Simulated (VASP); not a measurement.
# BeS (I-4m2) in VASP: further runs

Runs on BeS. Level: PBEsol. Tasks: single point.

All numbers are computed with VASP 6.6.1; they aren't measurements. Logs are shortened: lines on timing, memory, paths and dates and some standing lists are left out, and cuts for length are marked.

## 1. The cell of the first run

It takes space group I-4m2 (No. 119, tetragonal). Conventional cell: a = 3.493 Å, b = 3.493 Å, c = 4.862 Å, α = 90.00°, β = 90.00°, γ = 90.00°. Be (site symmetry -4m2) has 4 S at 2.13 Å within 2.8 Å. S (site symmetry -4m2) has 4 Be at 2.13 Å within 2.8 Å.

## 2. Single point, PBEsol (14.83 Å³/atom)

The input, INCAR:

```
PREC = Accurate ; ENCUT = 520
EDIFF = 1E-6 ; ISMEAR = 0
SIGMA = 0.05 ; LREAL = False
LASPH = True ; NELM = 60
ALGO = Normal ; ISIF = 2
LWAVE = False ; LCHARG = False
GGA = PS ; NBANDS = 11
```

The input, KPOINTS:

```
Automatic mesh
0
Gamma
  10 10 10
```

The input, POSCAR:

```
BeS
1.0
    0.0000000000      2.4309661568      2.4702430208
    2.4702430208      0.0000000000      2.4702430208
    2.4702430208      2.4309661568      0.0000000000
Be S
1 1
Direct
    0.0000000000      0.0000000000      0.0000000000
    0.7500000000      0.7500000000      0.7500000000
```

Potentials or basis: VASP PAW PBE potentials, release 64 (Be, S).

Started as:

```sh
cat potpaw_PBE.64/Be/POTCAR potpaw_PBE.64/S/POTCAR > POTCAR
mpirun -np 1 vasp_std > vasp.out
```

OUTCAR:

```text
PREC = Accurate
   ENCUT = 520
   EDIFF = 1E-6
   ISMEAR = 0
   LREAL = False
   LASPH = True
   NELM = 60
   ISIF = 2
   GGA = PS

 ion  position               nearest neighbor table
   1  0.000  0.000  0.000-   2 2.13   2 2.13   2 2.13   2 2.13
   2  0.750  0.750  0.750-   1 2.13   1 2.13   1 2.13   1 2.13

  LATTYP: Found a body centered tetragonal cell.
 ALAT       =     3.4934511824
 C/A-ratio  =     1.3917275667

  Lattice vectors:

 A1 = (   0.0000000000,  -2.4309661568,   2.4702430208)
 A2 = (   0.0000000000,  -2.4309661568,  -2.4702430208)
 A3 = (   2.4702430208,   2.4309661568,   0.0000000000)

Analysis of symmetry for initial positions (statically):
=====================================================================
 Subroutine PRICEL returns:
 Original cell was already a primitive cell.

 Routine SETGRP: Setting up the symmetry group for a
 body centered tetragonal supercell.

 Subroutine GETGRP returns: Found  8 space group operations
 (whereof  8 operations were pure point group operations)
 out of a pool of 16 trial point group operations.

The static configuration has the point symmetry D_2d.

Analysis of symmetry for dynamics (positions and initial velocities):
=====================================================================
 Subroutine PRICEL returns:
 Original cell was already a primitive cell.

 Routine SETGRP: Setting up the symmetry group for a
 body centered tetragonal supercell.

 Subroutine GETGRP returns: Found  8 space group operations
 (whereof  8 operations were pure point group operations)
 out of a pool of 16 trial point group operations.

The dynamic configuration has the point symmetry D_2d.

 Subroutine INISYM returns: Found  8 space group operations
 (whereof  8 operations are pure point group operations),
 and found     1 'primitive' translations

----------------------------------------------------------------------------------------

                                     Primitive cell

  volume of cell :      29.6680

  direct lattice vectors                    reciprocal lattice vectors
     0.000000000  2.430966157  2.470243021    -0.202409235  0.205679540  0.202409235
     2.470243021  0.000000000  2.470243021     0.202409235 -0.205679540  0.202409235
     2.470243021  2.430966157  0.000000000     0.202409235  0.205679540 -0.202409235

  length of vectors
     3.465789526  3.493451182  3.465789526     0.352481304  0.352481304  0.352481304

  position of ions in fractional coordinates (direct lattice)
     0.000000000  0.000000000  0.000000000
     0.750000000  0.750000000  0.750000000

  ion indices of the primitive-cell ions
   primitive index   ion index
                 1           1
                 2           2

----------------------------------------------------------------------------------------

 KPOINTS: Automatic mesh

Automatic generation of k-mesh.
 Grid dimensions read from file:
 generate k-points for:   10   10   10

 Generating k-lattice:

  Cartesian coordinates                     Fractional coordinates (reciprocal lattice)
    -0.020240923  0.020567954  0.020240923     0.100000000  0.000000000  0.000000000
     0.020240923 -0.020567954  0.020240923     0.000000000  0.100000000  0.000000000
     0.020240923  0.020567954 -0.020240923     0.000000000  0.000000000  0.100000000

  Length of vectors
     0.035248130  0.035248130  0.035248130

  Shift w.r.t. Gamma in fractional coordinates (k-lattice)
     0.000000000  0.000000000  0.000000000

 Subroutine IBZKPT returns following result:
 ===========================================

 Found    102 irreducible k-points:

 Following reciprocal coordinates:
            Coordinates               Weight
  0.000000  0.000000  0.000000      1.000000
  0.100000  0.000000  0.000000      8.000000
  0.200000  0.000000  0.000000      8.000000
  0.300000  0.000000  0.000000      8.000000
  0.400000  0.000000  0.000000      8.000000
  0.500000  0.000000 -0.000000      4.000000
[... 16 lines left out ...]
  0.300000  0.300000  0.000000      4.000000
  0.400000  0.300000  0.000000     16.000000
 [... further k-points ...]
   k-points           NKPTS =    102   k-points in BZ     NKDIM =    102   number of bands    NBANDS=     11
   number of dos      NEDOS =    301   number of ions     NIONS =      2
   total plane-waves  NPLWV =  21952
   dimension x,y,z NGX =    28 NGY =   28 NGZ =   28
   dimension x,y,z NGXF=    56 NGYF=   56 NGZF=   56
   ions per type =               1   1
   NGX,Y,Z   is equivalent  to a cutoff of  13.43, 13.32, 13.43 a.u.
   NGXF,Y,Z  is equivalent  to a cutoff of  26.86, 26.65, 26.86 a.u.
 SYSTEM =  unknown system
   PREC   = accura    normal or accurate (medium, high low for compatibility)
   ISTART =      0    job   : 0-new  1-cont  2-samecut
   ICHARG =      2    charge: 1-file 2-atom 10-const
   ISPIN  =      1    spin polarized calculation?
   LNONCOLLINEAR =      F non collinear calculations
   LSORBIT =      F    spin-orbit coupling
   LASPH  =      T    aspherical Exc in radial PAW
   ENCUT  =  520.0 eV  38.22 Ry    6.18 a.u.   6.44  6.50  6.44*2*pi/ulx,y,z
   NELM   =     60;   NELMIN=  2; NELMDL= -5     # of ELM steps
   EDIFF  = 0.1E-05   stopping-criterion for ELM
   LREAL  =      F    real-space projection
   EDIFFG = 0.1E-04   stopping-criterion for IOM
   NSW    =      0    number of steps for IOM
   IBRION =     -1    ionic relax: 0-MD 1-quasi-New 2-CG
   NFREE  =      0    steps in history (QN), initial steepest desc. (CG)
   ISIF   =      2    stress and relaxation
   ISYM   =      2    0-nonsym 1-usesym 2-fastsym
   POTIM  = 0.5000    time-step for ionic-motion
   TEBEG  =    0.0;   TEEND  =   0.0 temperature during run
   PSTRESS=    0.0 pullay stress
   NELECT =       8.0000    total number of electrons
   NUPDOWN=      -1.0000    fix difference up-down
   EMIN   =  10.00;   EMAX   =-10.00  energy-range for DOS
   EFERMI =   0.00;   METHOD = LEGACY
   ISMEAR =     0;   SIGMA  =   0.05  broadening in eV -4-tet -1-fermi 0-gaus
   EFERMI_NEDOS =   21; number of points for ismear=-14 and -15
   IALGO  =     38    algorithm
   IMIX   =      4    mixing-type and parameters
     AMIX     =   0.40;   BMIX     =  1.00
     AMIX_MAG =   1.60;   BMIX_MAG =  1.00
  volume/ion in A,a.u.               =      14.83       100.10
  Fermi-wavevector in a.u.,A,eV,Ry     =   1.057650  1.998669 15.219804  1.118624
  Thomas-Fermi vector in A             =   2.192931
   LORBIT       =      0    0 simple, 1 ext, 2 COOP (PROOUT), +10 PAW based schemes
   GGA     = PS    functional components
   LHFCALC =     F    Hartree Fock is set to
   AEXX    =    0.0000 exact exchange contribution
   IVDW    =     0    specifies the selected vdW correction
   LEPSILON=     F    determine dielectric tensor
   LRPA    =     F    only Hartree local field effects (RPA)
 non-spin polarized calculation
 Gauss-broadening in eV      SIGMA  =   0.05
  energy-cutoff  :      520.00
  volume of cell :       29.67
 maximum number of plane-waves:       821
 NGX is ok and might be reduce to    28
   NGX = 13   NGY = 13   NGZ = 13

 number of electron       7.9999999 magnetization

 Free energy of the ion-electron system (eV)
  ---------------------------------------------------
  ext. energy  EPLUGINS =         0.00000000
  ---------------------------------------------------
  free energy    TOTEN  =       -10.54614661 eV

  energy without entropy =      -10.54614661  energy(sigma->0) =      -10.54614661

 E-fermi :   4.0774     XC(G=0):  -9.7414

 val. band max:        3.7972151455   @ k =   0.0000   0.0000   0.0000
 cond. band min:       6.6800048243   @ k =   0.5000   0.0000   0.5000
 fundamental gap:      2.8827896788
 Fermi energy:         4.0774178282

 k-point     1 :       0.0000    0.0000    0.0000
  band No.  band energies     occupation
      1      -9.7129      2.00000
      2       3.7174      2.00000
      3       3.7174      2.00000
      4       3.7972      2.00000
      5       9.1250      0.00000
      6       9.3560      0.00000
      7       9.3776      0.00000
      8       9.3776      0.00000
      9      16.2847      0.00000
     10      16.6229      0.00000
     11      18.1173      0.00000

 k-point     2 :       0.1000    0.0000    0.0000
  band No.  band energies     occupation
      1      -9.6035      2.00000
      2       2.9331      2.00000
      3       3.5857      2.00000
      4       3.6511      2.00000
      5       9.1347      0.00000
      6       9.5943      0.00000
      7       9.6053      0.00000
      8      10.1745      0.00000
      9      15.7859      0.00000
     10      16.0679      0.00000
     11      18.0713      0.00000

 k-point     3 :       0.2000    0.0000    0.0000
  band No.  band energies     occupation
      1      -9.2918      2.00000
      2       1.3387      2.00000
      3       3.2852      2.00000
      4       3.3741      2.00000
      5       9.0934      0.00000
      6      10.0536      0.00000
      7      10.0742      0.00000
      8      11.7948      0.00000
      9      15.3372      0.00000
     10      15.5080      0.00000
     11      17.7533      0.00000

 k-point     4 :       0.3000    0.0000    0.0000
  band No.  band energies     occupation
      1      -8.8391      2.00000
      2      -0.2386      2.00000
      3       2.9760      2.00000
      4       3.0901      2.00000
      5       9.0352      0.00000
      6      10.2738      0.00000
      7      10.3633      0.00000
      8      13.3224      0.00000
      9      15.8283      0.00000
     10      15.8519      0.00000
     11      17.5077      0.00000

 k-point     5 :       0.4000    0.0000    0.0000
  band No.  band energies     occupation
      1      -8.3883      2.00000
      2      -1.4161      2.00000
      3       2.7607      2.00000
      4       2.8928      2.00000
      5       8.9845      0.00000
      6      10.2204      0.00000
      7      10.3600      0.00000
      8      14.2724      0.00000
      9      17.1444      0.00000
     10      17.2541      0.00000
     11      17.8622      0.00000
[... 211 lines left out ...]
 k-point    21 :      -0.3000    0.2000    0.0000
  band No.  band energies     occupation
      1      -8.2586      2.00000
      2      -0.8046      2.00000
      3       1.0202      2.00000
      4       2.7215      2.00000
      5       9.5470      0.00000
      6      11.2015      0.00000
      7      11.3789      0.00000
      8      13.1189      0.00000
      9      14.9766      0.00000
     10      17.1863      0.00000
     11      19.9891      0.00000

 k-point    22 :      -0.2000    0.2000   -0.0000
  band No.  band energies     occupation
      1      -8.6822      2.00000
      2       0.0656      2.00000
      3       1.4695      2.00000
      4       3.1215      2.00000
      5       9.8993      0.00000
      6      10.7042      0.00000
      7      10.9567      0.00000
      8      12.1285      0.00000
      9      14.2947      0.00000
     10      17.8263      0.00000
     11      18.9860      0.00000

 k-point    23 :       0.3000    0.3000    0.0000
  band No.  band energies     occupation
      1      -8.5624      2.00000
      2       0.3547      2.00000
      3       1.8777      2.00000
      4       1.9070      2.00000
      5       7.7619      0.00000
      6       9.6156      0.00000
      7      13.0791      0.00000
      8      13.3513      0.00000
      9      15.4052      0.00000
     10      18.3058      0.00000
     11      20.6128      0.00000

 k-point    24 :       0.4000    0.3000    0.0000
  band No.  band energies     occupation
      1      -8.2117      2.00000
      2      -0.3373      2.00000
      3       1.4072      2.00000
      4       1.6811      2.00000
      5       7.7361      0.00000
      6       9.5296      0.00000
      7      13.5337      0.00000
      8      13.8774      0.00000
      9      16.9014      0.00000
     10      18.9576      0.00000
     11      20.0841      0.00000

 [... further k-points ...]
[... 5 lines left out ...]
  --------------------------------------------------------------------------------------
  -------------------------------------------------------------------------------------
  Total       -0.8342238     -0.5689750     -0.8342238      0.0000000     -0.0000000      0.0000000
  in kB      -45.0510462    -30.7266699    -45.0510462      0.0000000     -0.0000000      0.0000000
  external PRESSURE =     -40.2762541 kB  Pullay stress =       0.0000000 kB

 VOLUME and BASIS-vectors are now :
 -----------------------------------------------------------------------------
  energy-cutoff  :      520.00
  volume of cell :       29.67
      direct lattice vectors                 reciprocal lattice vectors
     0.000000000  2.430966157  2.470243021    -0.202409235  0.205679540  0.202409235
     2.470243021  0.000000000  2.470243021     0.202409235 -0.205679540  0.202409235
     2.470243021  2.430966157  0.000000000     0.202409235  0.205679540 -0.202409235

 POSITION                                       TOTAL-FORCE (eV/Angst)
 -----------------------------------------------------------------------------------
      0.00000      0.00000      0.00000        -0.000000     -0.000000     -0.000000
      3.70536      3.64645      3.70536         0.000000      0.000000      0.000000
 -----------------------------------------------------------------------------------
    total drift:                                0.000000      0.000000      0.000000

  FREE ENERGIE OF THE ION-ELECTRON SYSTEM (eV)
  ---------------------------------------------------
  free  energy   TOTEN  =       -10.5461466064 eV

  energy  without entropy=      -10.5461466064  energy(sigma->0) =      -10.54614661
```

It took 90 s on 1 thread of Intel Xeon 8259CL, shared host; peak memory 0.17 GiB.

What came out:

| Item | Value |
| --- | --- |
| Free energy | -10.5461 eV |
| Pressure | -4.0 GPa |
| Band gap on the k mesh | 2.88 eV (least direct gap 5.33 eV) |

Levels at points of the mesh, in eV from the valence-band top:
| k point | band 2 | band 3 | band 4 | band 5 | band 6 | band 7 |
| --- | --- | --- | --- | --- | --- | --- |
| (0.00, 0.00, 0.00) | -0.08 | -0.08 | 0.00 | 5.33 | 5.56 | 5.58 |
| (0.50, 0.00, 0.00) | -5.67 | -1.11 | -0.97 | 5.17 | 6.37 | 6.52 |
| (0.50, 0.50, 0.00) | -4.96 | -2.56 | -2.54 | 3.00 | 4.84 | 12.34 |
| (0.50, 0.00, 0.50) | -4.85 | -2.67 | -2.67 | 2.88 | 4.69 | 12.38 |

Caveat: the cell stands under tension; the PAW data sets were made with another functional, which shifts forces and pressure a little.

(Continued in part 2 of 2.)
